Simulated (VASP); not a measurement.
# Cs2CrTe6 (Fm-3m) in VASP: further runs

The runs below take Cs2CrTe6 through single point, with PBE.

All numbers are computed with VASP 6.6.1; they aren't measurements. Logs are shortened: lines on timing, memory, paths and dates and some standing lists are left out, and cuts for length are marked.

**1. The cell of the first run**

It takes space group Fm-3m (No. 225, cubic). The conventional cell has a = 11.079 Å, b = 11.079 Å, c = 11.079 Å, α = 90.00°, β = 90.00°, γ = 90.00°. Te (site symmetry 4mm) has 1 Cr at 2.13 Å within 2.8 Å. Cr (site symmetry m-3m) has 6 Te at 2.13 Å within 2.8 Å. Cs (site symmetry -43m) has 12 Te at 3.97 Å and 4 Cr at 4.80 Å within 5.2 Å.

**2. Single point, PBE**

Input file INCAR:

```
PREC = Accurate ; ENCUT = 520
EDIFF = 1E-7 ; ISMEAR = 0
SIGMA = 0.2395 ; LREAL = F
LASPH = T ; NELM = 60
ALGO = Normal ; ISIF = 2
LWAVE = F ; LCHARG = F
GGA = PE ; NBANDS = 43
```

Input file KPOINTS:

```
regular mesh
0
Gamma
  3 3 3
```

Input file POSCAR:

```
Cs2CrTe6
1.0
    0.0000000000      5.5395500000      5.5395500000
    5.5395500000      0.0000000000      5.5395500000
    5.5395500000      5.5395500000      0.0000000000
Te Cr Cs
6 1 2
Direct
    0.8080000000      0.1920000000      0.1920000000
    0.1920000000      0.8080000000      0.1920000000
    0.1920000000      0.8080000000      0.8080000000
    0.8080000000      0.1920000000      0.8080000000
    0.1920000000      0.1920000000      0.8080000000
    0.8080000000      0.8080000000      0.1920000000
    0.0000000000      0.0000000000      0.0000000000
    0.2500000000      0.2500000000      0.2500000000
    0.7500000000      0.7500000000      0.7500000000
```

Potentials or basis: VASP PAW PBE potentials, release 64 (Te, Cr_pv, Cs_sv).

Command:

```bash
> cat potpaw_PBE.64/Te/POTCAR potpaw_PBE.64/Cr_pv/POTCAR potpaw_PBE.64/Cs_sv/POTCAR > POTCAR
> mpirun -np 1 vasp_std > vasp.out
```

OUTCAR:

```text
PREC = Accurate
   ENCUT = 520
   EDIFF = 1E-7
   ISMEAR = 0
   LREAL = F
   LASPH = T
   NELM = 60
   ISIF = 2
   GGA = PE

 ion  position               nearest neighbor table
   1  0.808  0.192  0.192-   7 2.13   4 3.01   5 3.01   6 3.01   2 3.01
   2  0.192  0.808  0.192-   7 2.13   3 3.01   5 3.01   6 3.01   1 3.01
   3  0.192  0.808  0.808-   7 2.13   4 3.01   5 3.01   6 3.01   2 3.01
   4  0.808  0.192  0.808-   7 2.13   3 3.01   5 3.01   6 3.01   1 3.01
   5  0.192  0.192  0.808-   7 2.13   2 3.01   3 3.01   4 3.01   1 3.01
   6  0.808  0.808  0.192-   7 2.13   2 3.01   3 3.01   4 3.01   1 3.01
   7  0.000  0.000  0.000-   1 2.13   2 2.13   3 2.13   4 2.13   5 2.13   6 2.13
   8  0.250  0.250  0.250-
   9  0.750  0.750  0.750-

  LATTYP: Found a face centered cubic cell.
 ALAT       =    11.0791000000

  Lattice vectors:

 A1 = (   0.0000000000,   5.5395500000,   5.5395500000)
 A2 = (   5.5395500000,   0.0000000000,   5.5395500000)
 A3 = (   5.5395500000,   5.5395500000,   0.0000000000)

Analysis of symmetry for initial positions (statically):
=====================================================================
 Subroutine PRICEL returns:
 Original cell was already a primitive cell.

 Routine SETGRP: Setting up the symmetry group for a
 face centered cubic supercell.

 Subroutine GETGRP returns: Found 48 space group operations
 (whereof 48 operations were pure point group operations)
 out of a pool of 48 trial point group operations.

The static configuration has the point symmetry O_h .

Analysis of symmetry for dynamics (positions and initial velocities):
=====================================================================
 Subroutine PRICEL returns:
 Original cell was already a primitive cell.

 Routine SETGRP: Setting up the symmetry group for a
 face centered cubic supercell.

 Subroutine GETGRP returns: Found 48 space group operations
 (whereof 48 operations were pure point group operations)
 out of a pool of 48 trial point group operations.

The dynamic configuration has the point symmetry O_h .

 Subroutine INISYM returns: Found 48 space group operations
 (whereof 48 operations are pure point group operations),
 and found     1 'primitive' translations

----------------------------------------------------------------------------------------

                                     Primitive cell

  volume of cell :     339.9801

  direct lattice vectors                    reciprocal lattice vectors
     0.000000000  5.539550000  5.539550000    -0.090260039  0.090260039  0.090260039
     5.539550000  0.000000000  5.539550000     0.090260039 -0.090260039  0.090260039
     5.539550000  5.539550000  0.000000000     0.090260039  0.090260039 -0.090260039

  length of vectors
     7.834106739  7.834106739  7.834106739     0.156334974  0.156334974  0.156334974

  position of ions in fractional coordinates (direct lattice)
     0.808000000  0.192000000  0.192000000
     0.192000000  0.808000000  0.192000000
     0.192000000  0.808000000  0.808000000
     0.808000000  0.192000000  0.808000000
     0.192000000  0.192000000  0.808000000
     0.808000000  0.808000000  0.192000000
     0.000000000  0.000000000  0.000000000
     0.250000000  0.250000000  0.250000000
     0.750000000  0.750000000  0.750000000

  ion indices of the primitive-cell ions
   primitive index   ion index
                 1           1
                 2           2
                 3           3
                 4           4
                 5           5
                 6           6
                 7           7
                 8           8
                 9           9

----------------------------------------------------------------------------------------

 KPOINTS: regular mesh

Automatic generation of k-mesh.
 Grid dimensions read from file:
 generate k-points for:    3    3    3

 Generating k-lattice:

  Cartesian coordinates                     Fractional coordinates (reciprocal lattice)
    -0.030086680  0.030086680  0.030086680     0.333333333  0.000000000  0.000000000
     0.030086680 -0.030086680  0.030086680     0.000000000  0.333333333  0.000000000
     0.030086680  0.030086680 -0.030086680     0.000000000  0.000000000  0.333333333

  Length of vectors
     0.052111658  0.052111658  0.052111658

  Shift w.r.t. Gamma in fractional coordinates (k-lattice)
     0.000000000  0.000000000  0.000000000

 Subroutine IBZKPT returns following result:
 ===========================================

 Found      4 irreducible k-points:

 Following reciprocal coordinates:
            Coordinates               Weight
  0.000000  0.000000  0.000000      1.000000
  0.333333  0.000000  0.000000      8.000000
  0.333333  0.333333  0.000000      6.000000
 -0.333333  0.333333  0.000000     12.000000
   k-points           NKPTS =      4   k-points in BZ     NKDIM =      4   number of bands    NBANDS=     43
   number of dos      NEDOS =    301   number of ions     NIONS =      9
   total plane-waves  NPLWV = 216000
   dimension x,y,z NGX =    60 NGY =   60 NGZ =   60
   dimension x,y,z NGXF=   120 NGYF=  120 NGZF=  120
   ions per type =               6   1   2
   NGX,Y,Z   is equivalent  to a cutoff of  12.73, 12.73, 12.73 a.u.
   NGXF,Y,Z  is equivalent  to a cutoff of  25.46, 25.46, 25.46 a.u.
 SYSTEM =  unknown system
   PREC   = accura    normal or accurate (medium, high low for compatibility)
   ISTART =      0    job   : 0-new  1-cont  2-samecut
   ICHARG =      2    charge: 1-file 2-atom 10-const
   ISPIN  =      1    spin polarized calculation?
   LNONCOLLINEAR =      F non collinear calculations
   LSORBIT =      F    spin-orbit coupling
   LASPH  =      T    aspherical Exc in radial PAW
   ENCUT  =  520.0 eV  38.22 Ry    6.18 a.u.  14.57 14.57 14.57*2*pi/ulx,y,z
   NELM   =     60;   NELMIN=  2; NELMDL= -5     # of ELM steps
   EDIFF  = 0.1E-06   stopping-criterion for ELM
   LREAL  =      F    real-space projection
   EDIFFG = 0.1E-05   stopping-criterion for IOM
   NSW    =      0    number of steps for IOM
   IBRION =     -1    ionic relax: 0-MD 1-quasi-New 2-CG
   NFREE  =      0    steps in history (QN), initial steepest desc. (CG)
   ISIF   =      2    stress and relaxation
   ISYM   =      2    0-nonsym 1-usesym 2-fastsym
   POTIM  = 0.5000    time-step for ionic-motion
   TEBEG  =    0.0;   TEEND  =   0.0 temperature during run
   PSTRESS=    0.0 pullay stress
   NELECT =      66.0000    total number of electrons
   NUPDOWN=      -1.0000    fix difference up-down
   EMIN   =  10.00;   EMAX   =-10.00  energy-range for DOS
   EFERMI =   0.00;   METHOD = LEGACY
   ISMEAR =     0;   SIGMA  =   0.24  broadening in eV -4-tet -1-fermi 0-gaus
   EFERMI_NEDOS =   21; number of points for ismear=-14 and -15
   IALGO  =     38    algorithm
   IMIX   =      4    mixing-type and parameters
     AMIX     =   0.40;   BMIX     =  1.00
     AMIX_MAG =   1.60;   BMIX_MAG =  1.00
  volume/ion in A,a.u.               =      37.78       254.92
  Fermi-wavevector in a.u.,A,eV,Ry     =   0.947920  1.791309 12.225545  0.898552
  Thomas-Fermi vector in A             =   2.076059
   LORBIT       =      0    0 simple, 1 ext, 2 COOP (PROOUT), +10 PAW based schemes
   GGA     = PE    functional components
   LHFCALC =     F    Hartree Fock is set to
   AEXX    =    0.0000 exact exchange contribution
   IVDW    =     0    specifies the selected vdW correction
   LEPSILON=     F    determine dielectric tensor
   LRPA    =     F    only Hartree local field effects (RPA)
 non-spin polarized calculation
 Gauss-broadening in eV      SIGMA  =   0.24
  energy-cutoff  :      520.00
  volume of cell :      339.98
 maximum number of plane-waves:      9257
 NGX is ok and might be reduce to    60
   NGX = 29   NGY = 29   NGZ = 29

 number of electron      65.9999984 magnetization

 Free energy of the ion-electron system (eV)
  ---------------------------------------------------
  ext. energy  EPLUGINS =         0.00000000
  ---------------------------------------------------
  free energy    TOTEN  =       -19.48368307 eV

  energy without entropy =      -18.93527655  energy(sigma->0) =      -19.20947981

 E-fermi :   4.3001     XC(G=0):  -8.2441

 val. band max:        4.2493653229   @ k =   0.3333   0.0000   0.0000
 cond. band min:       4.3588877271   @ k =  -0.3333   0.3333   0.0000
 fundamental gap:      0.1095224043
 Fermi energy:         4.3001255021

 k-point     1 :       0.0000    0.0000    0.0000
  band No.  band energies     occupation
      1     -38.3528      2.00000
      2     -38.3528      2.00000
      3     -38.3528      2.00000
      4     -17.7017      2.00000
      5     -17.6923      2.00000
      6     -10.1824      2.00000
[... 35 lines left out ...]
     42       7.4587      0.00000
     43       8.1498      0.00000

 k-point     2 :       0.3333    0.0000    0.0000
  band No.  band energies     occupation
      1     -38.3528      2.00000
      2     -38.3528      2.00000
      3     -38.3528      2.00000
      4     -17.6991      2.00000
      5     -17.6944      2.00000
      6     -10.1817      2.00000
[... 35 lines left out ...]
     42       7.9151      0.00000
     43       8.3261      0.00000

 k-point     3 :       0.3333    0.3333    0.0000
  band No.  band energies     occupation
      1     -38.3528      2.00000
      2     -38.3528      2.00000
      3     -38.3528      2.00000
      4     -17.6990      2.00000
      5     -17.6943      2.00000
      6     -10.1817      2.00000
[... 35 lines left out ...]
     42       8.2548      0.00000
     43       8.4935      0.00000

 k-point     4 :      -0.3333    0.3333    0.0000
  band No.  band energies     occupation
      1     -38.3528      2.00000
      2     -38.3528      2.00000
      3     -38.3528      2.00000
      4     -17.6966      2.00000
      5     -17.6966      2.00000
      6     -10.1814      2.00000
[... 35 lines left out ...]
     42       8.2852      0.00000
     43       8.4971      0.00000

------------------------ aborting loop because EDIFF is reached ----------------------------------------

  FORCE on cell =-STRESS in cart. coord.  units (eV):
  Direction    XX          YY          ZZ          XY          YZ          ZX
  --------------------------------------------------------------------------------------
  -------------------------------------------------------------------------------------
  Total       46.4586714     46.4586714     46.4586714      0.0000000      0.0000000      0.0000000
  in kB      218.9393946    218.9393946    218.9393946      0.0000000      0.0000000      0.0000000
  external PRESSURE =     218.9393946 kB  Pullay stress =       0.0000000 kB

 VOLUME and BASIS-vectors are now :
 -----------------------------------------------------------------------------
  energy-cutoff  :      520.00
  volume of cell :      339.98
      direct lattice vectors                 reciprocal lattice vectors
     0.000000000  5.539550000  5.539550000    -0.090260039  0.090260039  0.090260039
     5.539550000  0.000000000  5.539550000     0.090260039 -0.090260039  0.090260039
     5.539550000  5.539550000  0.000000000     0.090260039  0.090260039 -0.090260039

 POSITION                                       TOTAL-FORCE (eV/Angst)
 -----------------------------------------------------------------------------------
      2.12719      5.53955      5.53955        10.436273     -0.000000      0.000000
      5.53955      2.12719      5.53955        -0.000000     10.436273      0.000000
      8.95191      5.53955      5.53955       -10.436273     -0.000000      0.000000
      5.53955      8.95191      5.53955        -0.000000    -10.436273      0.000000
      5.53955      5.53955      2.12719        -0.000000     -0.000000     10.436273
      5.53955      5.53955      8.95191        -0.000000     -0.000000    -10.436273
      0.00000      0.00000      0.00000        -0.000000     -0.000000      0.000000
      2.76978      2.76978      2.76978        -0.000000      0.000000     -0.000000
      8.30933      8.30933      8.30933         0.000000     -0.000000     -0.000000
 -----------------------------------------------------------------------------------
    total drift:                               -0.000000     -0.000000     -0.000000

  FREE ENERGIE OF THE ION-ELECTRON SYSTEM (eV)
  ---------------------------------------------------
  free  energy   TOTEN  =       -19.4836830730 eV

  energy  without entropy=      -18.9352765496  energy(sigma->0) =      -19.20947981
```

It took 4 min on 1 thread of AMD EPYC 7R13 (Zen 3), shared host; peak memory 0.49 GiB.

Results:

```yaml
Free_energy: -19.4837 eV
Pressure: 21.9 GPa
Largest_force: 10.436 eV/Å
Band_gap_on_the_k_mesh: zero (band 33 reaches 4.50 eV, above the bottom of band 34 at 4.36 eV)
```

Forces on the atoms (eV/Å):
```
Te   10.436   0.000   0.000
Te    0.000  10.436   0.000
Te  -10.436   0.000   0.000
Te    0.000 -10.436   0.000
Te    0.000   0.000  10.436
Te    0.000   0.000 -10.436
Cr    0.000   0.000   0.000
Cs    0.000   0.000   0.000
Cs    0.000   0.000   0.000
```

Caveat: spin-orbit coupling is left out, which moves the levels of the heavy elements; forces of over 1 eV/Å act on the atoms, so gaps and moduli don't describe the material at rest.

**3. Single point, PBE**

Input file INCAR:

```
SYSTEM = Cs2CrTe6
PREC = Accurate ; ENCUT = 520
EDIFF = 1E-7 ; ISMEAR = 0
SIGMA = 0.01 ; LREAL = .False.
LASPH = .True. ; NELM = 60
ALGO = Normal ; ISIF = 2
LWAVE = .False. ; LCHARG = .False.
GGA = PE ; NBANDS = 43
```

Input file KPOINTS:

```
Automatic mesh
0
Gamma
  3 3 3
  0 0 0
```

POSCAR is that of step 2.

Potentials or basis: VASP PAW PBE potentials, release 64 (Te, Cr_pv, Cs_sv).

Command:

```bash
> cat potpaw_PBE.64/Te/POTCAR potpaw_PBE.64/Cr_pv/POTCAR potpaw_PBE.64/Cs_sv/POTCAR > POTCAR
> mpirun -np 1 vasp_std > vasp.out
```

Run time: 3.5 min. Hardware: 1 thread of AMD EPYC 7R13 (Zen 3), shared host; peak memory 0.48 GiB.

Results (log left out):

```yaml
Free_energy: -19.1868 eV
Pressure: 21.9 GPa
Largest_force: 10.304 eV/Å
Band_gap_on_the_k_mesh: zero (band 33 reaches 4.51 eV, above the bottom of band 34 at 4.39 eV)
```

Forces in eV/Å, atoms in the order of the input:
```
Te   10.304   0.000   0.000
Te    0.000  10.304   0.000
Te  -10.304   0.000   0.000
Te    0.000 -10.304   0.000
Te    0.000   0.000  10.304
Te    0.000   0.000 -10.304
Cr    0.000   0.000   0.000
Cs    0.000   0.000   0.000
Cs    0.000   0.000   0.000
```

Levels at points of the mesh, in eV from the Fermi level:
```
           k point  band 30  band 31  band 32  band 33  band 34  band 35  band 36  band 37
(0.00, 0.00, 0.00)    -0.14    -0.14    -0.14     0.13     0.13     0.13     0.81     0.81
```

Caveat: spin-orbit coupling is left out, which moves the levels of the heavy elements; forces of over 1 eV/Å act on the atoms, so gaps and moduli don't describe the material at rest.

**4. Single point, PBE**

Input file INCAR:

```
SYSTEM = Cs2CrTe6
ALGO = Normal
EDIFF = 1E-7
ENCUT = 520
GGA = PE
ISIF = 2
ISMEAR = 0
LASPH = .TRUE.
LCHARG = .TRUE.
LELF = .TRUE.
LREAL = .FALSE.
LVHAR = .TRUE.
LWAVE = .FALSE.
NBANDS = 43
NELM = 60
PREC = Accurate
SIGMA = 0.2395
```

Input file KPOINTS:

```
k-points
0
G
  3 3 3
  0 0 0
```

POSCAR is that of step 3.

Command:

```bash
> cat potpaw_PBE.64/Te/POTCAR potpaw_PBE.64/Cr_pv/POTCAR potpaw_PBE.64/Cs_sv/POTCAR > POTCAR
> mpirun -np 1 vasp_std > vasp.out
```

It took 3.8 min on 1 thread of AMD EPYC 7R13 (Zen 3), shared host; peak memory 0.49 GiB.

The run converged. Its results:

```yaml
Free_energy: -19.4837 eV
Pressure: 21.9 GPa
Largest_force: 10.436 eV/Å
Band_gap_on_the_k_mesh: zero (band 33 reaches 4.50 eV, above the bottom of band 34 at 4.36 eV)
```

Forces on the atoms (eV/Å):
```
Te   10.436   0.000   0.000
Te    0.000  10.436   0.000
Te  -10.436   0.000   0.000
Te    0.000 -10.436   0.000
Te    0.000   0.000  10.436
Te    0.000   0.000 -10.436
Cr    0.000   0.000   0.000
Cs    0.000   0.000   0.000
Cs    0.000   0.000   0.000
```

Levels at points of the mesh, in eV from the Fermi level:
```tsv
k point	band 30	band 31	band 32	band 33	band 34	band 35	band 36	band 37
(0.00, 0.00, 0.00)	-0.11	-0.11	-0.11	0.20	0.20	0.20	0.90	0.90
```

Caveat: spin-orbit coupling is left out, which moves the levels of the heavy elements; forces of over 1 eV/Å act on the atoms, so gaps and moduli don't describe the material at rest. Spin polarisation is off, so any magnetic state and its effect on volume and gap are missing.

**5. Single point, PBE, collinear spin, ferromagnetic start**

Input file INCAR:

```
PREC     = Accurate       # precision mode
ENCUT    = 520            # plane-wave cutoff, eV
EDIFF    = 1E-6           # SCF threshold, eV
ISMEAR   = 0              # smearing method
SIGMA    = 0.2395         # smearing width, eV
LREAL    = F              # projectors in reciprocal space
LASPH    = T              # aspherical terms in the spheres
NELM     = 150            # most SCF steps
ALGO     = Normal         # electronic algorithm
ISIF     = 2              # what is computed and relaxed
LWAVE    = F              # write WAVECAR
LCHARG   = F              # write CHGCAR
ISPIN    = 2              # spin polarisation
MAGMOM   = 0.06 0.06 0.06 0.06 0.06 0.06 1.96 0.06 0.06 # initial moments
LORBIT   = 11             # projections on sites
LMAXMIX  = 4              # l up to which the mixer works
GGA      = PE             # functional
NBANDS   = 47             # bands
```

Input file KPOINTS:

```
regular mesh
0
Gamma
  3 3 3
```

POSCAR is that of step 4.

Command:

```bash
> cat potpaw_PBE.64/Te/POTCAR potpaw_PBE.64/Cr_pv/POTCAR potpaw_PBE.64/Cs_sv/POTCAR > POTCAR
> mpirun -np 1 vasp_std > vasp.out
```

It took 5.5 min on 1 thread of AMD EPYC 7R13 (Zen 3), shared host; peak memory 0.68 GiB.

The run converged. Its results:

* Free energy: -19.9890 eV
* Pressure: 22.8 GPa
* Largest force: 10.748 eV/Å
* Band gap on the k mesh: zero (filled and empty bands overlap)
* Net moment: 4.03 μB per cell
* Site moments: Te +0.12; Cr +2.13; Cs +0.03 μB
* Valence electrons inside the program's atomic spheres: Te 3.54; Cr 12.82; Cs 6.57

Forces on the atoms (eV/Å):
```
Te   10.748   0.000   0.000
Te    0.000  10.748   0.000
Te  -10.748   0.000   0.000
Te    0.000 -10.748   0.000
Te    0.000   0.000  10.748
Te    0.000   0.000 -10.748
Cr    0.000   0.000   0.000
Cs    0.000   0.000   0.000
Cs    0.000   0.000   0.000
```

Levels at points of the mesh, in eV from the Fermi level:
Spin up:
```csv
k point,band 31,band 32,band 33,band 34,band 35,band 36,band 37,band 38,band 39,band 40
"(0.00, 0.00, 0.00)",-0.83,-0.83,0.06,0.06,0.06,0.79,0.79,0.79,2.49,2.63
```
Spin down:
```tsv
k point	band 27	band 28	band 29	band 30	band 31	band 32	band 33	band 34
(0.00, 0.00, 0.00)	-1.56	-1.56	-1.56	0.32	0.32	0.32	0.61	0.61
```

Caveat: spin-orbit coupling is left out, which moves the levels of the heavy elements; a cell with one magnetic atom can't hold antiferromagnetic order, which such compounds often take; forces of over 1 eV/Å act on the atoms, so gaps and moduli don't describe the material at rest.

**6. Overview**

| spin | smearing | gap on the mesh (eV) | pressure (GPa) | largest force (eV/Å) |
| --- | --- | --- | --- | --- |
| off | gaussian 0.2395 eV | none | 21.9 | 10.44 |
| off | gaussian 0.01 eV | none | 21.9 | 10.30 |
| collinear, ferromagnetic start | gaussian 0.2395 eV | none | 22.8 | 10.75 |

Alike in all rows: task single point; level PBE; potentials or basis VASP PAW PBE potentials, release 64 (Te, Cr_pv, Cs_sv); cell as given; k mesh 3 × 3 × 3; cutoff (eV) 520.

Every run on the cell as given and a fine mesh finds a metal.

Caveats: spin-orbit coupling is left out, which moves the levels of the heavy elements; forces of over 1 eV/Å act on the atoms, so gaps and moduli don't describe the material at rest; a cell with one magnetic atom can't hold antiferromagnetic order, which such compounds often take (some runs).

Absolute energies hang on the potentials; compare differences alone.
